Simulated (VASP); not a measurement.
Wanted: the native input for a VASP 6.6.1 run.

| Quantity | Value |
| --- | --- |
| Task | single point |
| Functional | r2SCAN |
| Potentials or basis | VASP PAW PBE potentials, release 64 (Ru_pv) |
| Cutoff | 520 eV |
| k mesh | 21 × 21 × 21 |
| Occupations | fermi-dirac, width 0.05 eV |
| Spin | collinear spin, ferromagnetic start |
| Starting moments | [1.0] μB |
| Dipole correction | no |
| Further INCAR settings | ALGO = Normal; EDIFF = 1e-06; NBANDS = 17 |

The system is Ru.

```
Ru
1.0
     2.58629    0.00000    0.00000
     0.00000    2.58629    0.00000
     0.00000    0.00000    2.58629
Ru
1
Direct
  0.00000 0.00000 0.00000
```

This cell differs from its parent crystal: volume scaled by 1.12.

The input as run:

POSCAR

```
Ru
1.0
    2.5862912095      0.0000000000      0.0000000000
    0.0000000000      2.5862912095      0.0000000000
    0.0000000000      0.0000000000      2.5862912095
Ru
1
Direct
    0.0000000000      0.0000000000      0.0000000000
```

INCAR.step1

```
SYSTEM = Ru
PREC = Accurate ; ENCUT = 520
ISMEAR = -1 ; SIGMA = 0.05
LREAL = .FALSE. ; LASPH = .TRUE.
NELM = 150 ; ISPIN = 2
MAGMOM = 1 ; LMAXMIX = 4
NBANDS = 17 ; GGA = PE
ALGO = Normal ; EDIFF = 1E-4
LWAVE = .TRUE. ; LCHARG = .FALSE.
```

INCAR.step2

```
SYSTEM = Ru
PREC = Accurate ; ENCUT = 520
EDIFF = 1E-6 ; ISMEAR = -1
SIGMA = 0.05 ; LREAL = .FALSE.
LASPH = .TRUE. ; NELM = 150
ALGO = Normal ; ISIF = 2
LWAVE = .FALSE. ; LCHARG = .TRUE.
ISPIN = 2 ; MAGMOM = 1
LORBIT = 11 ; LMAXMIX = 4
METAGGA = R2SCAN ; LMIXTAU = .TRUE.
LELF = .TRUE. ; LVHAR = .TRUE.
NBANDS = 17 ; ISTART = 1
```

KPOINTS

```
regular mesh
0
G
  21 21 21
  0 0 0
```

Potentials or basis: VASP PAW PBE potentials, release 64 (Ru_pv).

Command:

```bash
$ cat potpaw_PBE.64/Ru_pv/POTCAR > POTCAR
$ cp INCAR.step1 INCAR
$ mpirun -np 1 vasp_std > vasp.out
$ cp INCAR.step2 INCAR
$ mpirun -np 1 vasp_std > vasp.out
```

It gave:

- Pressure: -20.0 GPa
- Band gap on the k mesh: zero (filled and empty bands overlap)
- Net moment: 0.00 μB per cell
- Valence electrons inside the program's atomic spheres: Ru 12.55

Caveat: the PAW data sets were made with another functional, which shifts forces and pressure a little.

Wall time 5.6 min on 1 thread of Intel(R) Xeon(R) Platinum 8259CL CPU @ 2.50GHz (Skylake/Cascade Lake) (shared host), peak memory 0.23 GiB.
